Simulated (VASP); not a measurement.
Input of a VASP 6.6.1 run:

Contents of POSCAR:

```
Si3C
1.0
    3.4657907249      0.0000000000      0.0000000000
    0.0000000000      3.4657907249      0.0000000000
    0.0000000000      0.0000000000      5.0499460807
C Si
1 3
Direct
    0.0000000000      0.0000000000      0.0000000000
    0.0000000000      0.5000000000      0.2031984769
    0.5000000000      0.5000000000      0.5000000000
    0.5000000000      0.0000000000      0.7968015231
```

The input INCAR.step1:

```
PREC     = Accurate       # precision mode
ENCUT    = 520            # plane-wave cutoff, eV
ISMEAR   = -1             # smearing method
SIGMA    = 0.02           # smearing width, eV
LREAL    = False          # projectors in reciprocal space
LASPH    = True           # aspherical terms in the spheres
NELM     = 100            # most SCF steps
NBANDS   = 16             # bands
GGA      = PE             # functional
ALGO     = Normal         # electronic algorithm
EDIFF    = 1E-4           # SCF threshold, eV
LWAVE    = True           # write WAVECAR
LCHARG   = False          # write CHGCAR
```

File INCAR.step2:

```
PREC     = Accurate       # precision mode
ENCUT    = 520            # plane-wave cutoff, eV
EDIFF    = 1E-6           # SCF threshold, eV
ISMEAR   = -1             # smearing method
SIGMA    = 0.02           # smearing width, eV
LREAL    = False          # projectors in reciprocal space
LASPH    = True           # aspherical terms in the spheres
NELM     = 100            # most SCF steps
ALGO     = Normal         # electronic algorithm
ISIF     = 2              # what is computed and relaxed
LWAVE    = False          # write WAVECAR
LCHARG   = False          # write CHGCAR
METAGGA  = R2SCAN         # meta-GGA
LMIXTAU  = True         
NBANDS   = 16             # bands
ISTART   = 1
```

KPOINTS

```
regular mesh
0
Gamma
  6 6 4
```

Potentials or basis: VASP PAW PBE potentials, release 64 (C, Si).

Launch:

```sh
$ cat potpaw_PBE.64/C/POTCAR potpaw_PBE.64/Si/POTCAR > POTCAR
$ cp INCAR.step1 INCAR
$ mpirun -np 1 vasp_std > vasp.out
$ cp INCAR.step2 INCAR
$ mpirun -np 1 vasp_std > vasp.out
```

(1) Predict the pressure.

(2) Estimate the band gap on the k mesh.

(3) Predict the largest force.

## Answers

(1) -4.1 GPa.

(2) zero (band 8 reaches 7.49 eV, above the bottom of band 9 at 7.29 eV).

(3) 0.110 eV/Å.

Caveat: the PAW data sets were made with another functional, which shifts forces and pressure a little.
